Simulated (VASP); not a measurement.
# Ga2Si3 (R-3c) in VASP: a series of runs

The runs below take Ga2Si3 through relaxation of cell and atoms, with PBE.

Everything below comes from runs of VASP 6.6.1. Logs are shortened: lines on timing, memory, paths and dates and some standing lists are left out, and cuts for length are marked.

**1. The cell of the first run**

Symmetry: R-3c, No. 167, trigonal system. Conventional cell: a = 5.908 Å, b = 5.908 Å, c = 16.130 Å, α = 90.00°, β = 90.00°, γ = 120.00°. Within 3.0 Å of Ga (site symmetry 3) lie 6 Si at 2.30 to 2.45 Å. Si (site symmetry 2) has 4 Ga at 2.30 to 2.45 Å within 3.0 Å.

**2. Relaxation of cell and atoms, PBE**

INCAR

```
  PREC = Accurate
  ENCUT = 600
  EDIFF = 1E-7
  ISMEAR = 0
  SIGMA = 0.1
  LREAL = F
  LASPH = T
  NELM = 100
  ALGO = Normal
  ISIF = 3
  LWAVE = F
  LCHARG = F
  GGA = PE
  IBRION = 2
  NSW = 90
  EDIFFG = -0.04
  LUSENCCL = F
```

KPOINTS

```
Automatic mesh
0
Gamma
  6 6 6
```

POSCAR

```
Ga2Si3
1.0
    2.9539824369      1.7054825551      5.3766916364
   -2.9539824369      1.7054825551      5.3766916364
    0.0000000000     -3.4109651103      5.3766916364
Ga Si
4 6
Direct
    0.8521800000      0.8521800000      0.8521800000
    0.6478200000      0.6478200000      0.6478200000
    0.1478200000      0.1478200000      0.1478200000
    0.3521800000      0.3521800000      0.3521800000
    0.0562500000      0.4437500000      0.7500000000
    0.7500000000      0.0562500000      0.4437500000
    0.4437500000      0.7500000000      0.0562500000
    0.9437500000      0.5562500000      0.2500000000
    0.2500000000      0.9437500000      0.5562500000
    0.5562500000      0.2500000000      0.9437500000
```

Potentials or basis: VASP PAW PBE potentials, release 64 (Ga_d, Si).

Launch:

```console
cat potpaw_PBE.64/Ga_d/POTCAR potpaw_PBE.64/Si/POTCAR > POTCAR
mpirun -np 1 vasp_std > vasp.out
```

OUTCAR:

```text
PREC = Accurate
   ENCUT = 600
   EDIFF = 1E-7
   ISMEAR = 0
   LREAL = F
   LASPH = T
   NELM = 100
   ISIF = 3
   GGA = PE
   IBRION = 2
   NSW = 90
   EDIFFG = -0.04

 ion  position               nearest neighbor table
   1  0.852  0.852  0.852-  10 2.30   9 2.30   8 2.30   7 2.45   5 2.45   6 2.45
   2  0.648  0.648  0.648-   9 2.30  10 2.30   8 2.30   6 2.45   5 2.45   7 2.45
   3  0.148  0.148  0.148-   7 2.30   6 2.30   5 2.30  10 2.45   8 2.45   9 2.45
   4  0.352  0.352  0.352-   6 2.30   7 2.30   5 2.30   9 2.45   8 2.45  10 2.45
   5  0.056  0.444  0.750-   3 2.30   4 2.30   1 2.45   2 2.45   6 3.13   7 3.13
   6  0.750  0.056  0.444-   4 2.30   3 2.30   2 2.45   1 2.45   5 3.13   7 3.13
   7  0.444  0.750  0.056-   3 2.30   4 2.30   1 2.45   2 2.45   5 3.13   6 3.13
   8  0.944  0.556  0.250-   1 2.30   2 2.30   3 2.45   4 2.45  10 3.13   9 3.13
   9  0.250  0.944  0.556-   2 2.30   1 2.30   4 2.45   3 2.45   8 3.13  10 3.13
  10  0.556  0.250  0.944-   1 2.30   2 2.30   3 2.45   4 2.45   8 3.13   9 3.13

  LATTYP: Found a trigonal (rhomboedric) cell.
 ALAT       =     6.3673774771
 COS(alpha) =     0.5695481095

  Lattice vectors:

 A1 = (   2.9539824369,   1.7054825551,   5.3766916364)
 A2 = (  -2.9539824369,   1.7054825551,   5.3766916364)
 A3 = (   0.0000000000,  -3.4109651103,   5.3766916364)

Analysis of symmetry for initial positions (statically):
=====================================================================
 Subroutine PRICEL returns:
 Original cell was already a primitive cell.

 Routine SETGRP: Setting up the symmetry group for a
 trigonal (rhombohedral) supercell.

 Subroutine GETGRP returns: Found 12 space group operations
 (whereof  6 operations were pure point group operations)
 out of a pool of 12 trial point group operations.

The static configuration has the point symmetry S_6 .
 The point group associated with its full space group is D_3d.

Analysis of symmetry for dynamics (positions and initial velocities):
=====================================================================
 Subroutine PRICEL returns:
 Original cell was already a primitive cell.

 Routine SETGRP: Setting up the symmetry group for a
 trigonal (rhombohedral) supercell.

 Subroutine GETGRP returns: Found 12 space group operations
 (whereof  6 operations were pure point group operations)
 out of a pool of 12 trial point group operations.

The dynamic configuration has the point symmetry S_6 .
 The point group associated with its full space group is D_3d.

 Subroutine INISYM returns: Found 12 space group operations
 (whereof  6 operations are pure point group operations),
 and found     1 'primitive' translations

----------------------------------------------------------------------------------------

                                     Primitive cell

  volume of cell :     162.5255

  direct lattice vectors                    reciprocal lattice vectors
     2.953982437  1.705482555  5.376691636     0.169263024  0.097724052  0.061995992
    -2.953982437  1.705482555  5.376691636    -0.169263024  0.097724052  0.061995992
     0.000000000 -3.410965110  5.376691636     0.000000000 -0.195448105  0.061995992

  length of vectors
     6.367377477  6.367377477  6.367377477     0.205045031  0.205045031  0.205045031

  position of ions in fractional coordinates (direct lattice)
     0.852180000  0.852180000  0.852180000
     0.647820000  0.647820000  0.647820000
     0.147820000  0.147820000  0.147820000
     0.352180000  0.352180000  0.352180000
     0.056250000  0.443750000  0.750000000
     0.750000000  0.056250000  0.443750000
     0.443750000  0.750000000  0.056250000
     0.943750000  0.556250000  0.250000000
     0.250000000  0.943750000  0.556250000
     0.556250000  0.250000000  0.943750000

  ion indices of the primitive-cell ions
   primitive index   ion index
                 1           1
                 2           2
                 3           3
                 4           4
                 5           5
                 6           6
                 7           7
                 8           8
                 9           9
                10          10

----------------------------------------------------------------------------------------

 KPOINTS: Automatic mesh

Automatic generation of k-mesh.
 Grid dimensions read from file:
 generate k-points for:    6    6    6

 Generating k-lattice:

  Cartesian coordinates                     Fractional coordinates (reciprocal lattice)
     0.028210504  0.016287342  0.010332665     0.166666667 -0.000000000 -0.000000000
    -0.028210504  0.016287342  0.010332665    -0.000000000  0.166666667 -0.000000000
     0.000000000 -0.032574684  0.010332665    -0.000000000 -0.000000000  0.166666667

  Length of vectors
     0.034174172  0.034174172  0.034174172

  Shift w.r.t. Gamma in fractional coordinates (k-lattice)
     0.000000000  0.000000000  0.000000000

[... 59 lines left out ...]
   LORBIT       =      0    0 simple, 1 ext, 2 COOP (PROOUT), +10 PAW based schemes
   GGA     = PE    functional components
   LHFCALC =     F    Hartree Fock is set to
   AEXX    =    0.0000 exact exchange contribution
   IVDW    =     0    specifies the selected vdW correction
   LEPSILON=     F    determine dielectric tensor
   LRPA    =     F    only Hartree local field effects (RPA)
 conjugate gradient relaxation of ions
 non-spin polarized calculation
 Gauss-broadening in eV      SIGMA  =   0.10
  energy-cutoff  :      600.00
  volume of cell :      162.53
 maximum number of plane-waves:      5470
 NGX is ok and might be reduce to    54
   NGX = 25   NGY = 25   NGZ = 25

--------------------------------------- Ionic step        1  -------------------------------------------

 number of electron      75.9999980 magnetization

 Free energy of the ion-electron system (eV)
  ---------------------------------------------------
  ext. energy  EPLUGINS =         0.00000000
  ---------------------------------------------------
  free energy    TOTEN  =       -36.16822186 eV

  energy without entropy =      -36.15099984  energy(sigma->0) =      -36.15961085

------------------------ aborting loop because EDIFF is reached ----------------------------------------

  FORCE on cell =-STRESS in cart. coord.  units (eV):
  Direction    XX          YY          ZZ          XY          YZ          ZX
  --------------------------------------------------------------------------------------
  -------------------------------------------------------------------------------------
  Total       23.8285880     23.8285880     18.8941178      0.0000000     -0.0000000      0.0000000
  in kB      234.9023276    234.9023276    186.2582987      0.0000000     -0.0000000      0.0000000
  external PRESSURE =     218.6876513 kB  Pullay stress =       0.0000000 kB
[... 113 lines left out ...]
  FREE ENERGIE OF THE ION-ELECTRON SYSTEM (eV)
  ---------------------------------------------------
  free  energy   TOTEN  =       -38.4248634364 eV

  energy  without entropy=      -38.4016197632  energy(sigma->0) =      -38.41324160

 E-fermi :   5.3969     XC(G=0):  -9.9842

 val. band max:        5.3918760891   @ k =  -0.1667   0.1667   0.0000
 cond. band min:       5.4183538821   @ k =  -0.3333   0.5000   0.1667
 fundamental gap:      0.0264777931
 Fermi energy:         5.3968581825

 k-point     1 :       0.0000    0.0000    0.0000
  band No.  band energies     occupation
      1      -9.3859      2.00000
      2      -9.3859      2.00000
      3      -9.3477      2.00000
      4      -9.3477      2.00000
      5      -9.3422      2.00000
      6      -9.3422      2.00000
[... 1141 lines left out ...]
     44       7.3797      0.00000
     45       7.9870      0.00000

 [... further k-points ...]

[... ionic steps 4 to 22 ...]

--------------------------------------- Ionic step       23  -------------------------------------------

 number of electron      76.0000000 magnetization

------------------------ aborting loop because EDIFF is reached ----------------------------------------

  FORCE on cell =-STRESS in cart. coord.  units (eV):
  Direction    XX          YY          ZZ          XY          YZ          ZX
  --------------------------------------------------------------------------------------
  -------------------------------------------------------------------------------------
  Total        0.5270567      0.5270567      0.5427367     -0.0000000     -0.0000000      0.0000000
  in kB        4.6825096      4.6825096      4.8218149     -0.0000000     -0.0000000      0.0000000
  external PRESSURE =       4.7289447 kB  Pullay stress =       0.0000000 kB
[... 73 lines left out ...]
  energy  without entropy=      -40.0237345092  energy(sigma->0) =      -40.03261456

--------------------------------------- Ionic step       25  -------------------------------------------

 number of electron      76.0000000 magnetization

 Free energy of the ion-electron system (eV)
  ---------------------------------------------------
  ext. energy  EPLUGINS =         0.00000000
  ---------------------------------------------------
  free energy    TOTEN  =       -40.04516190 eV

  energy without entropy =      -40.02902612  energy(sigma->0) =      -40.03709401

 E-fermi :   6.6309     XC(G=0): -10.5277

 val. band max:        6.6252834649   @ k =  -0.3333   0.3333   0.3333
 cond. band min:       6.6819217793   @ k =  -0.3333   0.3333   0.0000
 fundamental gap:      0.0566383144
 Fermi energy:         6.6308880746

 k-point     1 :       0.0000    0.0000    0.0000
  band No.  band energies     occupation
      1      -8.3240      2.00000
      2      -8.3022      2.00000
      3      -8.2586      2.00000
      4      -8.2586      2.00000
      5      -8.2294      2.00000
      6      -8.2294      2.00000
[... 1141 lines left out ...]
     44       8.5304      0.00000
     45       8.7841      0.00000

 [... further k-points ...]

------------------------ aborting loop because EDIFF is reached ----------------------------------------

  FORCE on cell =-STRESS in cart. coord.  units (eV):
  Direction    XX          YY          ZZ          XY          YZ          ZX
  --------------------------------------------------------------------------------------
  -------------------------------------------------------------------------------------
  Total       -0.0251280     -0.0251280     -0.0991371      0.0000000      0.0000000      0.0000000
  in kB       -0.2217642     -0.2217642     -0.8749235      0.0000000      0.0000000      0.0000000
  external PRESSURE =      -0.4394840 kB  Pullay stress =       0.0000000 kB
[... 25 lines left out ...]
  FREE ENERGIE OF THE ION-ELECTRON SYSTEM (eV)
  ---------------------------------------------------
  free  energy   TOTEN  =       -40.0451618986 eV

  energy  without entropy=      -40.0290261173  energy(sigma->0) =      -40.03709401

 reached required accuracy - stopping structural energy minimisation
```

Run time: 36 min. Hardware: 1 × NVIDIA H100 80GB with 1 thread of AMD EPYC 7R13 (Zen 3), shared host; peak memory 1.5 GiB.

Results:

- Free energy: -40.0452 eV
- Relaxed volume: 18.15 Å³/atom
- Relaxed cell: a = 6.322 Å, b = 6.322 Å, c = 6.322 Å, α = 60.72°, β = 60.72°, γ = 60.72°
- Space group after relaxing (to 0.1 Å): R-3c (No. 167)
- Energy gained by relaxing: 387.7 meV/atom
- Ionic steps: 25
- Pressure after relaxing: 0.0 GPa
- Largest force after relaxing: 0.040 eV/Å
- Band gap on the k mesh: zero (bands 38 and 39 overlap by 1.70 eV)

Forces in eV/Å, atoms in the order of the input:
```
Ga   0.000  0.000 -0.040
Ga   0.000  0.000  0.040
Ga   0.000  0.000  0.040
Ga   0.000  0.000 -0.040
Si   0.019  0.000  0.000
Si  -0.009  0.016  0.000
Si  -0.009 -0.016  0.000
Si  -0.019  0.000  0.000
Si   0.009 -0.016  0.000
Si   0.009  0.016  0.000
```

The path:
```
step  energy change (eV)  largest force (eV/Å)  pressure (GPa)  volume (Å³)
   1              0.0000                0.4019           21.87       162.53
   2             -1.9694                0.2689           -4.70       220.46
   3             -2.2566                0.2948           -0.06       201.41
   4             -2.2567                0.2934           -0.31       202.24
   5             -2.3009                0.2919           -0.31       201.98
   6             -2.4064                0.5262           -0.23       201.13
   7             -2.4750                0.9910            0.11       199.06
   8             -2.4943                0.9853            0.05       198.98
   9             -2.5494                0.9693           -0.13       198.71
  10             -2.6453                0.9384           -0.49       198.13
  11             -2.7598                0.8909           -1.13       196.79
  12             -2.9285                0.7193           -1.17       194.76
  13             -3.2516                0.2752           -0.51       188.69
  14             -2.9678                1.3072            4.02       176.73
  15             -3.3020                0.5208            0.35       185.17
  16             -3.3861                0.5346            0.23       184.11
  17             -3.6349                0.5162            0.20       180.96
  18             -3.6888                0.6079            2.37       174.77
  19             -3.7709                0.4170            0.43       178.84
  20             -3.8260                0.2118            1.00       176.80
  21             -3.8590                0.0791           -0.91       182.86
  22             -3.8608                0.0953           -0.54       181.68
  23             -3.8714                0.1291            0.47       180.34
  24             -3.8733                0.0749            0.18       180.70
  25             -3.8769                0.0399           -0.04       181.54
```

Final structure:
```
Ga Si
1.0
     3.19518    1.84474    5.13329
    -3.19518    1.84474    5.13329
     0.00000   -3.68947    5.13329
Ga Si
4 6
Direct
  0.90765 0.90765 0.90765
  0.59235 0.59235 0.59235
  0.09235 0.09235 0.09235
  0.40765 0.40765 0.40765
  0.97747 0.52253 0.75000
  0.75000 0.97747 0.52253
  0.52253 0.75000 0.97747
  0.02253 0.47747 0.25000
  0.25000 0.02253 0.47747
  0.47747 0.25000 0.02253
```

**3. Relaxation of cell and atoms, PBE**

This run uses another cell than the first one, of 18.11 Å³/atom.

INCAR

```
SYSTEM = Ga2Si3
ALGO     = Normal         ! electronic algorithm
EDIFF    = 1E-6           ! SCF threshold, eV
EDIFFG   = -0.01          ! ionic threshold
ENCUT    = 600            ! plane-wave cutoff, eV
GGA      = PE             ! functional
IBRION   = 2              ! ionic algorithm
ISIF     = 3              ! what is computed and relaxed
ISMEAR   = 0              ! smearing method
LASPH    = .True.         ! aspherical terms in the spheres
LCHARG   = .False.        ! write CHGCAR
LREAL    = .False.        ! projectors in reciprocal space
LUSENCCL = .False.      
LWAVE    = .False.        ! write WAVECAR
NELM     = 60             ! most SCF steps
NSW      = 100            ! ionic steps
PREC     = Accurate       ! precision mode
SIGMA    = 0.1            ! smearing width, eV
```

KPOINTS

```
k-points
0
Gamma
  6 6 6
  0 0 0
```

POSCAR

```
Ga2Si3
1.0
    3.1932178781      1.8436052015      5.1267445947
   -3.1932178781      1.8436052015      5.1267445947
    0.0000000000     -3.6872104030      5.1267445947
Ga Si
4 6
Direct
    0.9062911497      0.9062911497      0.9062911497
    0.5937088503      0.5937088503      0.5937088503
    0.0937088503      0.0937088503      0.0937088503
    0.4062911497      0.4062911497      0.4062911497
    0.9782984793      0.5217015207      0.7500000000
    0.7500000000      0.9782984793      0.5217015207
    0.5217015207      0.7500000000      0.9782984793
    0.0217015207      0.4782984793      0.2500000000
    0.2500000000      0.0217015207      0.4782984793
    0.4782984793      0.2500000000      0.0217015207
```

Potentials or basis: VASP PAW PBE potentials, release 64 (Ga_d, Si).

Launch:

```console
cat potpaw_PBE.64/Ga_d/POTCAR potpaw_PBE.64/Si/POTCAR > POTCAR
mpirun -np 1 vasp_std > vasp.out
```

Run time: 3 min. Hardware: 1 × NVIDIA H100 80GB with 1 thread of AMD EPYC 7R13 (Zen 3), shared host; peak memory 1.5 GiB.

Results (log left out):

```
Free energy                           : -40.0491 eV
Relaxed volume                        : 18.16 Å³/atom
Relaxed cell                          : a = 6.321 Å, b = 6.321 Å, c = 6.321 Å, α = 60.74°, β = 60.74°, γ = 60.74°
Space group after relaxing (to 0.1 Å) : R-3c (No. 167)
Energy gained by relaxing             : 0.0 meV/atom
Ionic steps                           : 2
Pressure after relaxing               : 0.0 GPa
Largest force after relaxing          : 0.006 eV/Å
Band gap on the k mesh                : zero (bands 38 and 39 overlap by 1.65 eV)
```

Forces on the atoms (eV/Å):
```
Ga   0.000  0.000  0.001
Ga   0.000  0.000 -0.001
Ga   0.000  0.000 -0.001
Ga   0.000  0.000  0.001
Si  -0.006  0.000  0.000
Si   0.003 -0.005  0.000
Si   0.003  0.005  0.000
Si   0.006  0.000  0.000
Si  -0.003  0.005  0.000
Si  -0.003 -0.005  0.000
```

Stress tensor (GPa, compression positive):
```
-0.06  0.00  0.00
 0.00 -0.06  0.00
 0.00  0.00  0.02
```

The path:
```tsv
step	energy change (eV)	largest force (eV/Å)	pressure (GPa)	volume (Å³)
1	0.0000	0.0079	0.17	181.09
2	-0.0002	0.0062	-0.03	181.61
```

Final structure:
```yaml
crystal:
  lattice:
    - [3.19609, 1.84526, 5.13218]
    - [-3.19609, 1.84526, 5.13218]
    - [0.00000, -3.69053, 5.13218]
  atoms:
    - { symbol: Ga, position: [0.90632, 0.90632, 0.90632] }
    - { symbol: Ga, position: [0.59368, 0.59368, 0.59368] }
    - { symbol: Ga, position: [0.09368, 0.09368, 0.09368] }
    - { symbol: Ga, position: [0.40632, 0.40632, 0.40632] }
    - { symbol: Si, position: [0.97831, 0.52169, 0.75000] }
    - { symbol: Si, position: [0.75000, 0.97831, 0.52169] }
    - { symbol: Si, position: [0.52169, 0.75000, 0.97831] }
    - { symbol: Si, position: [0.02169, 0.47831, 0.25000] }
    - { symbol: Si, position: [0.25000, 0.02169, 0.47831] }
    - { symbol: Si, position: [0.47831, 0.25000, 0.02169] }
```

Levels at points of the mesh, in eV from the Fermi level:
| k point | band 34 | band 35 | band 36 | band 37 | band 38 | band 39 | band 40 | band 41 | band 42 | band 43 |
| --- | --- | --- | --- | --- | --- | --- | --- | --- | --- | --- |
| (0.00, 0.00, 0.00) | -4.08 | -4.08 | 1.24 | 1.24 | 1.37 | 1.52 | 1.53 | 1.53 | 2.59 | 2.73 |
| (0.50, 0.00, 0.00) | -2.63 | -1.11 | -1.11 | -0.44 | -0.44 | 0.22 | 0.22 | 0.87 | 0.87 | 2.76 |
| (0.50, 0.50, 0.00) | -2.38 | -1.59 | -1.51 | -1.37 | -0.74 | -0.28 | 0.01 | 0.10 | 0.44 | 2.00 |
| (0.50, 0.50, 0.50) | -2.90 | -0.88 | -0.88 | 0.43 | 0.43 | 0.43 | 0.43 | 1.06 | 1.06 | 2.62 |

The gap in the log of VASP goes by the Fermi energy; the results here count the filled bands.